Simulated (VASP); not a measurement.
Wanted: the native input for a VASP 6.6.1 run.

```yaml
Task: electric field gradients
Functional: LDA
Potentials_or_basis: VASP PAW LDA potentials, release 64 (As)
Cutoff: 520 eV
k_mesh: 13 × 13 × 13
Occupations: fermi-dirac, width 0.05 eV
Spin: no spin polarisation
Dipole_correction: no
Further_INCAR_settings: ALGO = Normal; EDIFF = 1e-08; NBANDS = 12
```

The structure of As lies in POSCAR:

```
As
1.0
    1.8859945182      1.0888794428      3.4973507163
   -1.8859945182      1.0888794428      3.4973507163
    0.0000000000     -2.1777588855      3.4973507163
As
2
Direct
    0.2275400000      0.2275400000      0.2275400000
    0.7724600000      0.7724600000      0.7724600000
```

This cell differs from its parent crystal: volume scaled by 1.01.

The input as run:

INCAR

```
PREC     = Accurate       # precision mode
ENCUT    = 520            # plane-wave cutoff, eV
EDIFF    = 1E-8           # SCF threshold, eV
ISMEAR   = -1             # smearing method
SIGMA    = 0.05           # smearing width, eV
LREAL    = False          # projectors in reciprocal space
LASPH    = True           # aspherical terms in the spheres
NELM     = 80             # most SCF steps
ALGO     = Normal         # electronic algorithm
ISIF     = 2              # what is computed and relaxed
LWAVE    = False          # write WAVECAR
LCHARG   = False          # write CHGCAR
GGA      = CA             # functional
LEFG     = True         
NBANDS   = 12             # bands
```

KPOINTS

```
regular mesh
0
Gamma
  13 13 13
```

Potentials or basis: VASP PAW LDA potentials, release 64 (As).

The run is started by

```sh
$ cat potpaw_LDA.64/As/POTCAR > POTCAR
$ mpirun -np 1 vasp_std > vasp.out
```

Results of the run:

The pressure is -1.9 GPa. The largest force is 0.073 eV/Å and the band gap on the k mesh is zero (band 5 reaches 5.60 eV, above the bottom of band 6 at 5.25 eV).

Caveat: without QUAD_EFG the Cq values of the log hold for a quadrupole moment of 1 mb, not for the nuclei.

Run time: 32 s on 1 thread of Intel(R) Xeon(R) 6975P-C (Granite Rapids), with other jobs on the host, peak memory 0.22 GiB.
